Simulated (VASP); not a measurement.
Write the native input for VASP 6.6.1 that does the following.

```
Task                   : single point
Functional             : PBE
Potentials or basis    : VASP PAW PBE potentials, release 64 (Sn_d, Te)
Cutoff                 : 520 eV
k mesh                 : 6 × 6 × 4
Occupations            : gaussian, width 0.01 eV
Spin                   : no spin polarisation
Dipole correction      : no
Further INCAR settings : ALGO = Normal; EDIFF = 1e-06; NBANDS = 28
```

The structure of SnTe lies in POSCAR:

```
SnTe
1.0
    5.3713286445      0.0000000000      0.0000000000
   -2.6856643223      4.6517070582      0.0000000000
    0.0000000000      0.0000000000      6.4452358419
Sn Te
2 2
Direct
    0.3333333333      0.6666666667     -0.0502760678
    0.6666666667      0.3333333333      0.4497239322
    0.3333333333      0.6666666667      0.4252760678
    0.6666666667      0.3333333333      0.9252760678
```

These files were run (other wordings do the same):

INCAR

```
PREC     = Accurate       # precision mode
ENCUT    = 520            # plane-wave cutoff, eV
EDIFF    = 1E-6           # SCF threshold, eV
ISMEAR   = 0              # smearing method
SIGMA    = 0.01           # smearing width, eV
LREAL    = F              # projectors in reciprocal space
LASPH    = T              # aspherical terms in the spheres
NELM     = 100            # most SCF steps
ALGO     = Normal         # electronic algorithm
ISIF     = 2              # what is computed and relaxed
LWAVE    = F              # write WAVECAR
LCHARG   = F              # write CHGCAR
GGA      = PE             # functional
NBANDS   = 28             # bands
```

KPOINTS

```
Automatic mesh
0
Gamma
  6 6 4
```

Potentials or basis: VASP PAW PBE potentials, release 64 (Sn_d, Te).

The run is started by

```bash
$ cat potpaw_PBE.64/Sn_d/POTCAR potpaw_PBE.64/Te/POTCAR > POTCAR
$ mpirun -np 1 vasp_std > vasp.out
```

Results of the run:

```json
{"Pressure": "1.0 GPa", "Largest force": "0.050 eV/Å", "Band gap on the k mesh": "0.54 eV (least direct gap 0.58 eV)"}
```

Caveat: spin-orbit coupling is left out, which moves the levels of the heavy elements.

Wall time 120 s on 1 thread of Intel(R) Xeon(R) Platinum 8259CL CPU @ 2.50GHz (Skylake/Cascade Lake), with other jobs on the host, peak memory 0.3 GiB.
